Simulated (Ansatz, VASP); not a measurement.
**Two plane-wave programs on BN**

Contents of INCAR:

```
SYSTEM = BN
  PREC = Accurate
  ENCUT = 600
  EDIFF = 1E-6
  ISMEAR = 0
  SIGMA = 0.01
  LREAL = .False.
  LASPH = .True.
  NELM = 120
  ALGO = Normal
  ISIF = 2
  LWAVE = .False.
  LCHARG = .False.
  GGA = PS
  NBANDS = 11
  GGA_COMPAT = .False.
```

File KPOINTS:

```
Automatic mesh
0
Gamma
  10 10 10
  0 0 0
```

The input POSCAR:

```
BN
1.0
    0.0000000000      1.8025733205      1.8025733205
    1.8025733205      0.0000000000      1.8025733205
    1.8025733205      1.8025733205      0.0000000000
B N
1 1
Direct
    0.0000000000      0.0000000000      0.0000000000
    0.2500000000      0.2500000000      0.2500000000
```

Input for Ansatz:

```yaml
crystal:
  lattice:
    - [0.0, 1.8025733205, 1.8025733205]
    - [1.8025733205, 0.0, 1.8025733205]
    - [1.8025733205, 1.8025733205, 0.0]
  atoms:
    - { symbol: B, position: [0.0, 0.0, 0.0] }
    - { symbol: "N", position: [0.25, 0.25, 0.25] }
basis:
  ecutwfc: 600.0
kpoints:
  mp_grid: { grid: [10, 10, 10] }
  band_path:
    path:
      - [0.0, 0.0, 0.0]
      - [0.0, 0.0, 0.0]
      - [0.0, 0.0, 0.0]
      - [0.0, 0.0, 0.0]
      - [0.0, 0.0, 0.0]
      - [0.0, 0.0, 0.0]
      - [0.0, 0.0, 0.0]
      - [0.0, 0.0, 0.0]
      - [0.0, 0.0, 0.0]
      - [0.0, 0.0, 0.0]
      - [0.0, 0.0, 0.0]
      - [0.0, 0.0, 0.0]
      - [0.0, 0.0, 0.0]
      - [0.0, 0.0, 0.0]
      - [0.0, 0.0, 0.0]
      - [0.0, 0.0, 0.0]
      - [0.0, 0.0, 0.0]
      - [0.0, 0.0, 0.0]
      - [0.0, 0.0, 0.0]
      - [0.0, 0.0, 0.0]
      - [0.0, 0.0, 0.0]
      - [0.0, 0.0, 0.0]
      - [0.0, 0.0, 0.0]
      - [0.0, 0.0, 0.0]
      - [0.0, 0.0, 0.0]
      - [0.0, 0.0, 0.0]
      - [0.3, 0.3, 0.0]
      - [0.3166666667, 0.3166666667, 0.0]
      - [0.3333333333, 0.3333333333, 0.0]
      - [0.35, 0.35, 0.0]
      - [0.3666666667, 0.3666666667, 0.0]
      - [0.3833333333, 0.3833333333, 0.0]
      - [0.4, 0.4, 0.0]
      - [0.4166666667, 0.4166666667, 0.0]
      - [0.4333333333, 0.4333333333, 0.0]
      - [0.45, 0.45, 0.0]
      - [0.4666666667, 0.4666666667, 0.0]
      - [0.4833333333, 0.4833333333, 0.0]
      - [0.5, 0.5, 0.0]
      - [0.5, 0.5, 0.5]
      - [0.5, 0.5, 0.5]
      - [0.5, 0.5, 0.5]
      - [0.5, 0.5, 0.5]
      - [0.5, 0.5, 0.5]
      - [0.5, 0.5, 0.5]
      - [0.5, 0.5, 0.5]
      - [0.5, 0.5, 0.5]
      - [0.5, 0.5, 0.5]
      - [0.5, 0.5, 0.5]
      - [0.5, 0.5, 0.5]
      - [0.5, 0.5, 0.5]
      - [0.5, 0.5, 0.5]
    npoints: 1
hamiltonian:
  xc: pbesol
  pseudopotentials: { kind: paw, azcp: { folder: soft_1 } }
scf:
  occupations: { method: fixed }
  n_extra_bands: 5
output:
  eigenvalues: true
```

Alike in both runs: task single point; functional PBEsol; k mesh 10 × 10 × 10; no spin polarisation.

```csv
,VASP,Ansatz
version,VASP 6.6.1,Ansatz 0.2.0
potentials or method,"VASP PAW PBE potentials, release 64 (B, N), cutoff 600 eV","scalar-relativistic, plane waves, PAW"
occupations,"gaussian, width 0.01 eV",fixed
valence electrons in the cell,8,8
```

|  | VASP | Ansatz | Ansatz less VASP |
| --- | --- | --- | --- |
| gap on the k mesh at the Fermi level (eV) | 4.29 | 4.29 | +0.008 |
| least direct gap on the mesh (eV) | 8.80 | 8.80 | +0.003 |

VASP's potentials were made for PBE, not for PBEsol, and Ansatz warns of the same on its side.
